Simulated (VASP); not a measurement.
# MoH4 (P6/mmm) in VASP: relaxation of cell and atoms with PBE

Aim: the relaxation of cell and atoms of MoH4 with PBE.

Everything below comes from runs of VASP 6.6.1. Logs are shortened: lines on timing, memory, paths and dates and some standing lists are left out, and cuts for length are marked.

## (1) The cell of the first run

Symmetry: P6/mmm, No. 191, hexagonal system. Conventional cell: a = 2.851 Å, b = 2.851 Å, c = 5.697 Å, α = 90.00°, β = 90.00°, γ = 120.00°. H (site symmetry 3m) has 4 H at 1.65 to 2.28 Å and 3 Mo at 2.00 Å within 2.3 Å. Within 2.7 Å of Mo (site symmetry 6/mmm) lie 12 H at 2.00 Å.

## (2) Relaxation of cell and atoms, PBE (atoms taken out)

Input file INCAR:

```
SYSTEM = MoH4
PREC = Accurate
ENCUT = 600
EDIFF = 1E-7
ISMEAR = 0
SIGMA = 0.1
LREAL = .FALSE.
LASPH = .TRUE.
NELM = 100
ALGO = Normal
ISIF = 3
LWAVE = .FALSE.
LCHARG = .FALSE.
GGA = PE
IBRION = 2
NSW = 100
EDIFFG = -0.01
```

Input file KPOINTS:

```
Automatic mesh
0
G
  18 18 8
  0 0 0
```

Input file POSCAR:

```
MoH4
1.0
    2.8509752342      0.0000000000      0.0000000000
   -1.4254876171      2.4690169784      0.0000000000
    0.0000000000      0.0000000000      5.6972292609
H Mo
4 1
Direct
    0.3333333333      0.6666666667      0.2004119151
    0.3333333333      0.6666666667      0.7995880849
    0.6666666667      0.3333333333      0.2004119151
    0.6666666667      0.3333333333      0.7995880849
    0.0000000000      0.0000000000      0.0000000000
```

Potentials or basis: VASP PAW PBE potentials, release 64 (H, Mo_sv).

Run with:

```sh
cat potpaw_PBE.64/H/POTCAR potpaw_PBE.64/Mo_sv/POTCAR > POTCAR
mpirun -np 1 vasp_std > vasp.out
```

OUTCAR:

```text
SYSTEM = MoH4
   PREC = Accurate
   ENCUT = 600
   EDIFF = 1E-7
   ISMEAR = 0
   LREAL = .FALSE.
   LASPH = .TRUE.
   NELM = 100
   ISIF = 3
   GGA = PE
   IBRION = 2
   NSW = 100
   EDIFFG = -0.01

 ion  position               nearest neighbor table
   1  0.333  0.667  0.200-   5 2.00   5 2.00   5 2.00
   2  0.333  0.667  0.800-   5 2.00   5 2.00   5 2.00
   3  0.667  0.333  0.200-   5 2.00   5 2.00   5 2.00
   4  0.667  0.333  0.800-   5 2.00   5 2.00   5 2.00
   5  0.000  0.000  0.000-   1 2.00   2 2.00   3 2.00   4 2.00   3 2.00   4 2.00   1 2.00   2 2.00
                             3 2.00   4 2.00   1 2.00   2 2.00

  LATTYP: Found a hexagonal cell.
 ALAT       =     2.8509752342
 C/A-ratio  =     1.9983440026

  Lattice vectors:

 A1 = (   2.8509752342,   0.0000000000,   0.0000000000)
 A2 = (  -1.4254876171,   2.4690169784,   0.0000000000)
 A3 = (   0.0000000000,   0.0000000000,   5.6972292609)

Analysis of symmetry for initial positions (statically):
=====================================================================
 Subroutine PRICEL returns:
 Original cell was already a primitive cell.

 Routine SETGRP: Setting up the symmetry group for a
 hexagonal supercell.

 Subroutine GETGRP returns: Found 24 space group operations
 (whereof 24 operations were pure point group operations)
 out of a pool of 24 trial point group operations.

The static configuration has the point symmetry D_6h.

Analysis of symmetry for dynamics (positions and initial velocities):
=====================================================================
 Subroutine PRICEL returns:
 Original cell was already a primitive cell.

 Routine SETGRP: Setting up the symmetry group for a
 hexagonal supercell.

 Subroutine GETGRP returns: Found 24 space group operations
 (whereof 24 operations were pure point group operations)
 out of a pool of 24 trial point group operations.

The dynamic configuration has the point symmetry D_6h.

 Subroutine INISYM returns: Found 24 space group operations
 (whereof 24 operations are pure point group operations),
 and found     1 'primitive' translations

----------------------------------------------------------------------------------------

                                     Primitive cell

  volume of cell :      40.1034

  direct lattice vectors                    reciprocal lattice vectors
     2.850975234  0.000000000  0.000000000     0.350757168  0.202509746  0.000000000
    -1.425487617  2.469016978  0.000000000     0.000000000  0.405019491  0.000000000
     0.000000000  0.000000000  5.697229261     0.000000000  0.000000000  0.175523918

  length of vectors
     2.850975234  2.850975234  5.697229261     0.405019491  0.405019491  0.175523918

  position of ions in fractional coordinates (direct lattice)
     0.333333333  0.666666667  0.200411915
     0.333333333  0.666666667  0.799588085
     0.666666667  0.333333333  0.200411915
     0.666666667  0.333333333  0.799588085
     0.000000000  0.000000000  0.000000000

  ion indices of the primitive-cell ions
   primitive index   ion index
                 1           1
                 2           2
                 3           3
                 4           4
                 5           5

----------------------------------------------------------------------------------------

 KPOINTS: Automatic mesh

Automatic generation of k-mesh.
 Grid dimensions read from file:
 generate k-points for:   18   18    8

 Generating k-lattice:

  Cartesian coordinates                     Fractional coordinates (reciprocal lattice)
     0.019486509  0.011250541  0.000000000     0.055555556  0.000000000  0.000000000
     0.000000000  0.022501083  0.000000000     0.000000000  0.055555556  0.000000000
     0.000000000  0.000000000  0.021940490     0.000000000  0.000000000  0.125000000

  Length of vectors
     0.022501083  0.022501083  0.021940490

  Shift w.r.t. Gamma in fractional coordinates (k-lattice)
     0.000000000  0.000000000  0.000000000

 Subroutine IBZKPT returns following result:
 ===========================================

 Found    185 irreducible k-points:

 Following reciprocal coordinates:
            Coordinates               Weight
  0.000000  0.000000  0.000000      1.000000
  0.055556  0.000000  0.000000      6.000000
  0.111111  0.000000  0.000000      6.000000
  0.166667  0.000000  0.000000      6.000000
  0.222222  0.000000  0.000000      6.000000
  0.277778  0.000000  0.000000      6.000000
[... 16 lines left out ...]
  0.333333  0.111111  0.000000     12.000000
  0.388889  0.111111  0.000000     12.000000
 [... further k-points ...]
   k-points           NKPTS =    185   k-points in BZ     NKDIM =    185   number of bands    NBANDS=     13
   number of dos      NEDOS =    301   number of ions     NIONS =      5
   total plane-waves  NPLWV =  27648
   dimension x,y,z NGX =    24 NGY =   24 NGZ =   48
   dimension x,y,z NGXF=    48 NGYF=   48 NGZF=   96
   ions per type =               4   1
   NGX,Y,Z   is equivalent  to a cutoff of  13.99, 13.99, 14.01 a.u.
   NGXF,Y,Z  is equivalent  to a cutoff of  27.99, 27.99, 28.01 a.u.
 SYSTEM =  MoH4
   PREC   = accura    normal or accurate (medium, high low for compatibility)
   ISTART =      0    job   : 0-new  1-cont  2-samecut
   ICHARG =      2    charge: 1-file 2-atom 10-const
   ISPIN  =      1    spin polarized calculation?
   LNONCOLLINEAR =      F non collinear calculations
   LSORBIT =      F    spin-orbit coupling
   LASPH  =      T    aspherical Exc in radial PAW
   ENCUT  =  600.0 eV  44.10 Ry    6.64 a.u.   5.69  5.69 11.38*2*pi/ulx,y,z
   NELM   =    100;   NELMIN=  2; NELMDL= -5     # of ELM steps
   EDIFF  = 0.1E-06   stopping-criterion for ELM
   LREAL  =      F    real-space projection
   EDIFFG = -.1E-01   stopping-criterion for IOM
   NSW    =    100    number of steps for IOM
   IBRION =      2    ionic relax: 0-MD 1-quasi-New 2-CG
   NFREE  =      1    steps in history (QN), initial steepest desc. (CG)
   ISIF   =      3    stress and relaxation
   ISYM   =      2    0-nonsym 1-usesym 2-fastsym
   POTIM  = 0.5000    time-step for ionic-motion
   TEBEG  =    0.0;   TEEND  =   0.0 temperature during run
   PSTRESS=    0.0 pullay stress
   NELECT =      18.0000    total number of electrons
   NUPDOWN=      -1.0000    fix difference up-down
   EMIN   =  10.00;   EMAX   =-10.00  energy-range for DOS
   EFERMI =   0.00;   METHOD = LEGACY
   ISMEAR =     0;   SIGMA  =   0.10  broadening in eV -4-tet -1-fermi 0-gaus
   EFERMI_NEDOS =   21; number of points for ismear=-14 and -15
   IALGO  =     38    algorithm
   IMIX   =      4    mixing-type and parameters
     AMIX     =   0.40;   BMIX     =  1.00
     AMIX_MAG =   1.60;   BMIX_MAG =  1.00
  volume/ion in A,a.u.               =       8.02        54.13
  Fermi-wavevector in a.u.,A,eV,Ry     =   1.253445  2.368667 21.376443  1.571124
  Thomas-Fermi vector in A             =   2.387297
   LORBIT       =      0    0 simple, 1 ext, 2 COOP (PROOUT), +10 PAW based schemes
   GGA     = PE    functional components
   LHFCALC =     F    Hartree Fock is set to
   AEXX    =    0.0000 exact exchange contribution
   IVDW    =     0    specifies the selected vdW correction
   LEPSILON=     F    determine dielectric tensor
   LRPA    =     F    only Hartree local field effects (RPA)
 conjugate gradient relaxation of ions
 non-spin polarized calculation
 Gauss-broadening in eV      SIGMA  =   0.10
  energy-cutoff  :      600.00
  volume of cell :       40.10
 maximum number of plane-waves:      1355
 NGX is ok and might be reduce to    24
   NGX = 11   NGY = 11   NGZ = 23

--------------------------------------- Ionic step        1  -------------------------------------------

 number of electron      18.0000003 magnetization

 Free energy of the ion-electron system (eV)
  ---------------------------------------------------
  ext. energy  EPLUGINS =         0.00000000
  ---------------------------------------------------
  free energy    TOTEN  =       -22.70258676 eV

  energy without entropy =      -22.69718737  energy(sigma->0) =      -22.69988707

------------------------ aborting loop because EDIFF is reached ----------------------------------------

  FORCE on cell =-STRESS in cart. coord.  units (eV):
  Direction    XX          YY          ZZ          XY          YZ          ZX
  --------------------------------------------------------------------------------------
  -------------------------------------------------------------------------------------
  Total        0.0504823      0.0504823     -0.1903890      0.0000000     -0.0000000      0.0000000
  in kB        2.0168276      2.0168276     -7.6062599      0.0000000     -0.0000000      0.0000000
  external PRESSURE =      -1.1908683 kB  Pullay stress =       0.0000000 kB
[... 102 lines left out ...]
  energy  without entropy=      -22.6973902033  energy(sigma->0) =      -22.70037309

--------------------------------------- Ionic step        4  -------------------------------------------

 number of electron      18.0000002 magnetization

 Free energy of the ion-electron system (eV)
  ---------------------------------------------------
  ext. energy  EPLUGINS =         0.00000000
  ---------------------------------------------------
  free energy    TOTEN  =       -22.70339508 eV

  energy without entropy =      -22.69737370  energy(sigma->0) =      -22.70038439

 E-fermi :   4.4227     XC(G=0):  -9.5075

 val. band max:        4.4131891786   @ k =   0.4444   0.0000   0.0000
 cond. band min:       4.4273955125   @ k =   0.3333   0.3333   0.1250
 fundamental gap:      0.0142063339
 Fermi energy:         4.4227024858

 k-point     1 :       0.0000    0.0000    0.0000
  band No.  band energies     occupation
      1     -57.0062      2.00000
      2     -30.9160      2.00000
      3     -30.7495      2.00000
      4     -30.7495      2.00000
      5      -6.7933      2.00000
      6      -3.1829      2.00000
      7       0.9238      2.00000
      8       2.6019      2.00000
      9       2.6019      2.00000
     10       5.5441      0.00000
     11       5.5441      0.00000
     12       7.9721      0.00000
     13       8.8684      0.00000
[... 353 lines left out ...]
 k-point    24 :       0.3889    0.1111    0.0000
  band No.  band energies     occupation
      1     -56.8603      2.00000
      2     -31.6967      2.00000
      3     -31.0467      2.00000
      4     -30.7175      2.00000
      5      -3.1921      2.00000
      6      -2.8342      2.00000
      7      -1.4362      2.00000
      8       1.6898      2.00000
      9       3.7058      2.00000
     10       6.1146      0.00000
     11       6.8643      0.00000
     12       9.0297      0.00000
     13      10.1684      0.00000

 [... further k-points ...]
[... 5 lines left out ...]
  --------------------------------------------------------------------------------------
  -------------------------------------------------------------------------------------
  Total       -0.0229472     -0.0229472     -0.0334656      0.0000000     -0.0000000     -0.0000000
  in kB       -0.9182635     -0.9182635     -1.3391742      0.0000000     -0.0000000     -0.0000000
  external PRESSURE =      -1.0585671 kB  Pullay stress =       0.0000000 kB
[... 20 lines left out ...]
  FREE ENERGIE OF THE ION-ELECTRON SYSTEM (eV)
  ---------------------------------------------------
  free  energy   TOTEN  =       -22.7033950760 eV

  energy  without entropy=      -22.6973736962  energy(sigma->0) =      -22.70038439

 reached required accuracy - stopping structural energy minimisation
```

Wall time 4.3 min (1 thread of Intel Xeon Platinum 8259CL at 2.50GHz (Skylake/Cascade Lake), shared host); peak memory 0.27 GiB.

What came out:

```
Free energy                           : -22.7034 eV
Relaxed volume                        : 8.01 Å³/atom
Relaxed cell                          : a = 2.857 Å, b = 2.857 Å, c = 5.666 Å, α = 90.00°, β = 90.00°, γ = 120.00°
Space group after relaxing (to 0.1 Å) : P6/mmm (No. 191)
Energy gained by relaxing             : 0.2 meV/atom
Ionic steps                           : 4
Pressure after relaxing               : -0.1 GPa
Largest force after relaxing          : 0.006 eV/Å
Band gap on the k mesh                : zero (bands 9 and 10 overlap by 0.28 eV)
```

Forces in eV/Å, atoms in the order of the input:
```
H    0.000  0.000  0.006
H    0.000  0.000 -0.006
H    0.000  0.000  0.006
H    0.000  0.000 -0.006
Mo   0.000  0.000  0.000
```

Step by step:
```csv
step,energy change (eV),largest force (eV/Å),pressure (GPa),volume (Å³)
1,0.0000,0.0279,-0.12,40.10
2,-0.0005,0.0139,-0.04,40.07
3,-0.0008,0.0110,0.09,40.01
4,-0.0008,0.0064,-0.11,40.04
```

Final structure:
```
H Mo
1.0
     2.85655    0.00000    0.00000
    -1.42828    2.47385    0.00000
     0.00000    0.00000    5.66574
H Mo
4 1
Direct
  0.33333 0.66667 0.19985
  0.33333 0.66667 0.80015
  0.66667 0.33333 0.19985
  0.66667 0.33333 0.80015
  0.00000 0.00000 0.00000
```

Caveat: the cell differs from its parent crystal (atoms taken out).
